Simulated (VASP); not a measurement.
# Ta in VASP: further runs, part 2 of 2

VASP 6.6.1.

### Step 3. Single point, PBE

This run uses another cell than the first one, of 21.48 Å³/atom.

Contents of INCAR:

```
SYSTEM = Ta
PREC     = Accurate       ! precision mode
ENCUT    = 520            ! plane-wave cutoff, eV
EDIFF    = 1E-6           ! SCF threshold, eV
ISMEAR   = 0              ! smearing method
SIGMA    = 0.1            ! smearing width, eV
LREAL    = .FALSE.        ! projectors in reciprocal space
LASPH    = .TRUE.         ! aspherical terms in the spheres
NELM     = 100            ! most SCF steps
ALGO     = Normal         ! electronic algorithm
ISIF     = 2              ! what is computed and relaxed
LWAVE    = .FALSE.        ! write WAVECAR
LCHARG   = .FALSE.        ! write CHGCAR
GGA      = PE             ! functional
NBANDS   = 12             ! bands
```

Contents of KPOINTS:

```
Automatic mesh
0
G
  6 6 6
  0 0 0
```

Contents of POSCAR:

```
Ta
1.0
    2.7574346482      0.0000000000      0.0000000000
    0.0000000000      2.7574346482      0.0000000000
    0.0000000000      0.0000000000      2.8252557201
Ta
1
Direct
    0.0000000000      0.0000000000      0.0000000000
```

Potentials or basis: VASP PAW PBE potentials, release 64 (Ta_pv).

Run with:

```
cat potpaw_PBE.64/Ta_pv/POTCAR > POTCAR
mpirun -np 1 vasp_std > vasp.out
```

It took 4.1 s on 1 thread of Intel Xeon 6975P-C (Granite Rapids), shared host; peak memory 0.14 GiB.

The run converged. Its results:

* Free energy: -10.6966 eV
* Pressure: -4.0 GPa
* Band gap on the k mesh: zero (an odd number of electrons rules out a gap without spin polarisation)

Stress tensor (GPa, compression positive):
```
-2.29  0.00  0.00
 0.00 -2.29  0.00
 0.00  0.00 -7.47
```

Levels at points of the mesh, in eV from the Fermi level:
```tsv
k point	band 4	band 5	band 6	band 7	band 8	band 9
(0.00, 0.00, 0.00)	-6.96	-2.30	-2.25	5.93	5.93	6.18
(0.50, 0.00, 0.00)	-3.47	-1.29	0.14	2.20	2.58	6.33
(0.50, 0.50, 0.00)	-3.61	-0.98	2.98	2.98	5.18	5.18
(0.00, 0.00, 0.50)	-3.72	-1.50	-0.09	2.75	2.75	6.50
(0.50, 0.00, 0.50)	-3.51	-1.32	3.23	3.50	4.89	4.92
(0.50, 0.50, 0.50)	-2.17	-1.86	-1.86	7.72	8.43	8.85
```

Caveat: the k points lie up to 0.38 Å⁻¹ apart, too coarse for converged energies and pressures of a metal; spin-orbit coupling is left out, which moves the levels of the heavy elements.

### Step 4. Relaxation of cell and atoms, PBE

This run uses another cell than the first one, of 21.48 Å³/atom.

Contents of INCAR:

```
SYSTEM = Ta
PREC = Accurate ; ENCUT = 600
EDIFF = 1E-7 ; ISMEAR = 0
SIGMA = 0.1 ; LREAL = .False.
LASPH = .True. ; NELM = 60
ALGO = Normal ; ISIF = 3
LWAVE = .False. ; LCHARG = .False.
GGA = PE ; IBRION = 2
NSW = 90 ; EDIFFG = -0.04
```

Contents of KPOINTS:

```
regular mesh
0
Gamma
  6 6 6
  0 0 0
```

POSCAR is that of step 3.

Run with:

```
cat potpaw_PBE.64/Ta_pv/POTCAR > POTCAR
mpirun -np 1 vasp_std > vasp.out
```

Run time: 12 s. Hardware: 1 thread of Intel Xeon 6975P-C (Granite Rapids), shared host; peak memory 0.15 GiB.

Results (log left out):

* Free energy: -10.7095 eV
* Relaxed volume: 20.89 Å³/atom
* Relaxed cell: a = 2.753 Å, b = 2.753 Å, c = 2.756 Å, α = 90.00°, β = 90.00°, γ = 90.00°
* Space group after relaxing (to 0.1 Å): Pm-3m (No. 221)
* Energy gained by relaxing: 12.7 meV/atom
* Ionic steps: 6
* Pressure after relaxing: -0.2 GPa
* Band gap on the k mesh: zero (an odd number of electrons rules out a gap without spin polarisation)

Stress tensor (GPa, compression positive):
```
-0.12  0.00  0.00
 0.00 -0.12  0.00
 0.00  0.00 -0.24
```

Step by step:
```
step  energy change (eV)  largest force (eV/Å)  pressure (GPa)  volume (Å³)
   1              0.0000                0.0000           -4.00        21.48
   2              0.0130                0.0000            8.32        19.85
   3             -0.0119                0.0000            0.44        20.81
   4             -0.0119                0.0000            0.54        20.79
   5             -0.0127                0.0000           -0.31        20.91
   6             -0.0127                0.0000           -0.16        20.89
```

Final structure:
```cif
data_structure
_symmetry_space_group_name_H-M 'P 1'
_symmetry_Int_Tables_number 1
_cell_length_a 2.7530
_cell_length_b 2.7530
_cell_length_c 2.7564
_cell_angle_alpha 90.000
_cell_angle_beta 90.000
_cell_angle_gamma 90.000
_cell_volume 20.89
loop_
_atom_site_label
_atom_site_type_symbol
_atom_site_fract_x
_atom_site_fract_y
_atom_site_fract_z
_atom_site_occupancy
Ta1 Ta 0.00000 0.00000 0.00000 1
```

Levels at points of the mesh, in eV from the Fermi level:
```tsv
k point	band 3	band 4	band 5	band 6	band 7	band 8	band 9
(0.00, 0.00, 0.00)	-33.24	-7.04	-2.34	-2.34	6.23	6.23	6.24
(0.50, 0.00, 0.00)	-33.14	-3.56	-1.39	0.13	2.57	2.59	6.62
(0.50, 0.50, 0.00)	-33.04	-3.68	-1.18	3.33	3.33	5.19	5.19
(0.00, 0.00, 0.50)	-33.14	-3.57	-1.40	0.11	2.60	2.60	6.63
(0.50, 0.00, 0.50)	-33.04	-3.67	-1.20	3.35	3.36	5.18	5.18
(0.50, 0.50, 0.50)	-34.07	-2.06	-2.04	-2.04	7.74	8.97	8.99
```

Caveat: the k points lie up to 0.38 Å⁻¹ apart in the final cell, too coarse for converged energies and pressures of a metal; spin-orbit coupling is left out, which moves the levels of the heavy elements.

### Step 5. Single point, PBE

This run uses another cell than the first one, of 20.71 Å³/atom.

Contents of INCAR:

```
SYSTEM = Ta
ALGO     = Normal         ! electronic algorithm
EDIFF    = 1E-7           ! SCF threshold, eV
ENCUT    = 520            ! plane-wave cutoff, eV
GGA      = PE             ! functional
ISIF     = 2              ! what is computed and relaxed
ISMEAR   = 0              ! smearing method
LASPH    = .True.         ! aspherical terms in the spheres
LCHARG   = .True.         ! write CHGCAR
LELF     = .True.         ! ELF
LREAL    = .False.        ! projectors in reciprocal space
LVHAR    = .True.       
LWAVE    = .False.        ! write WAVECAR
NBANDS   = 12             ! bands
NELM     = 80             ! most SCF steps
PREC     = Accurate       ! precision mode
SIGMA    = 0.1            ! smearing width, eV
```

Contents of KPOINTS:

```
k-points
0
Gamma
  20 20 20
  0 0 0
```

Contents of POSCAR:

```
Ta
1.0
    2.7462175826      0.0000000000      0.0000000000
    0.0000000000      2.7462175826      0.0000000000
    0.0000000000      0.0000000000      2.7462175826
Ta
1
Direct
    0.0000000000      0.0000000000      0.0000000000
```

Run with:

```
cat potpaw_PBE.64/Ta_pv/POTCAR > POTCAR
mpirun -np 1 vasp_std > vasp.out
```

It took 16 s on 1 thread of Intel Xeon 6975P-C (Granite Rapids), shared host; peak memory 0.18 GiB.

Results (log left out):

* Free energy: -10.6973 eV
* Pressure: 0.1 GPa
* Band gap on the k mesh: zero (an odd number of electrons rules out a gap without spin polarisation)

Levels at points of the mesh, in eV from the Fermi level:
```tsv
k point	band 2	band 3	band 4	band 5	band 6	band 7	band 8	band 9	band 10	band 11
(0.00, 0.00, 0.00)	-33.40	-33.40	-7.20	-2.54	-2.54	6.13	6.13	6.13	14.39	14.48
(0.50, 0.00, 0.00)	-33.29	-33.29	-3.73	-1.58	0.01	2.44	2.44	6.52	9.99	14.04
(0.50, 0.50, 0.00)	-34.40	-33.19	-3.87	-1.36	3.21	3.21	5.10	5.10	8.62	13.98
(0.50, 0.50, 0.50)	-34.26	-34.26	-2.23	-2.23	-2.23	7.63	8.90	8.90	11.39	11.39
```

Caveat: spin-orbit coupling is left out, which moves the levels of the heavy elements.

### Step 6. Relaxation of cell and atoms, PBE

Contents of INCAR:

```
SYSTEM = Ta
PREC = Accurate ; ENCUT = 600
EDIFF = 1E-7 ; ISMEAR = 0
SIGMA = 0.1 ; LREAL = .FALSE.
LASPH = .TRUE. ; NELM = 60
ALGO = Normal ; ISIF = 3
LWAVE = .FALSE. ; LCHARG = .FALSE.
GGA = PE ; IBRION = 2
NSW = 100 ; EDIFFG = -0.01
```

Contents of KPOINTS:

```
Automatic mesh
0
G
  20 20 20
  0 0 0
```

Contents of POSCAR:

```
Ta
1.0
    2.7527785252      0.0000000000      0.0000000000
    0.0000000000      2.7527785252      0.0000000000
    0.0000000000      0.0000000000      2.7527785252
Ta
1
Direct
    0.0000000000      0.0000000000      0.0000000000
```

Potentials or basis: VASP PAW PBE potentials, release 64 (Ta_pv).

Run with:

```
cat potpaw_PBE.64/Ta_pv/POTCAR > POTCAR
mpirun -np 1 vasp_std > vasp.out
```

Run time: 26 s. Hardware: 1 thread of Intel Xeon 6975P-C (Granite Rapids), shared host; peak memory 0.21 GiB.

Results (log left out):

```yaml
Free_energy: -10.6976 eV
Relaxed_volume: 20.72 Å³/atom
Relaxed_cell: a = 2.747 Å, b = 2.747 Å, c = 2.747 Å, α = 90.00°, β = 90.00°, γ = 90.00°
Space_group_after_relaxing_to_0.1_Å: Pm-3m (No. 221)
Energy_gained_by_relaxing: 0.4 meV/atom
Ionic_steps: 3
Pressure_after_relaxing: 0.0 GPa
Band_gap_on_the_k_mesh: zero (an odd number of electrons rules out a gap without spin polarisation)
```

The path:
```
step  energy change (eV)  largest force (eV/Å)  pressure (GPa)  volume (Å³)
   1              0.0000                0.0000           -0.93        20.86
   2              0.0007                0.0000            1.62        20.50
   3             -0.0004                0.0000            0.00        20.72
```

Final structure:
```
CELL_PARAMETERS angstrom
2.74677 0.00000 0.00000
0.00000 2.74677 0.00000
0.00000 0.00000 2.74677
ATOMIC_POSITIONS crystal
Ta 0.00000 0.00000 0.00000
```

Levels at points of the mesh, in eV from the Fermi level:
```
           k point  band 2  band 3  band 4  band 5  band 6  band 7  band 8  band 9
(0.00, 0.00, 0.00)  -33.40  -33.40   -7.20   -2.53   -2.53    6.12    6.12    6.12
(0.50, 0.00, 0.00)  -33.30  -33.30   -3.73   -1.58    0.01    2.44    2.44    6.52
(0.50, 0.50, 0.00)  -34.40  -33.20   -3.86   -1.36    3.21    3.21    5.10    5.10
(0.50, 0.50, 0.50)  -34.26  -34.26   -2.23   -2.23   -2.23    7.63    8.89    8.89
```

Caveat: spin-orbit coupling is left out, which moves the levels of the heavy elements.

### Step 7. The runs side by side

```tsv
task	cell	k mesh	cutoff (eV)	gap on the mesh (eV)	pressure (GPa)	relaxed volume (Å³/atom)
single point	a = 2.750, b = 2.750, c = 2.758 Å, 1 atom	6 × 6 × 6	520	none	0.0	-
single point	a = 2.757, b = 2.757, c = 2.825 Å, 1 atom	6 × 6 × 6	520	none	-4.0	-
relaxation of cell and atoms	relaxed from a = 2.757, b = 2.757, c = 2.825 Å, 1 atom	6 × 6 × 6	600	none	-0.2	20.89
single point	a = 2.746 Å, 1 atom	20 × 20 × 20	520	none	0.1	-
relaxation of cell and atoms	relaxed from a = 2.753 Å, 1 atom	20 × 20 × 20	600	none	0.0	20.72
```

Alike in all rows: level PBE; potentials or basis VASP PAW PBE potentials, release 64 (Ta_pv); no spin polarisation; smearing gaussian 0.1 eV.

Caveats: some runs use coarse meshes; spin-orbit coupling is left out, which moves the levels of the heavy elements.

Total energies depend on the potentials used, so only differences within one code and one set of settings carry meaning.
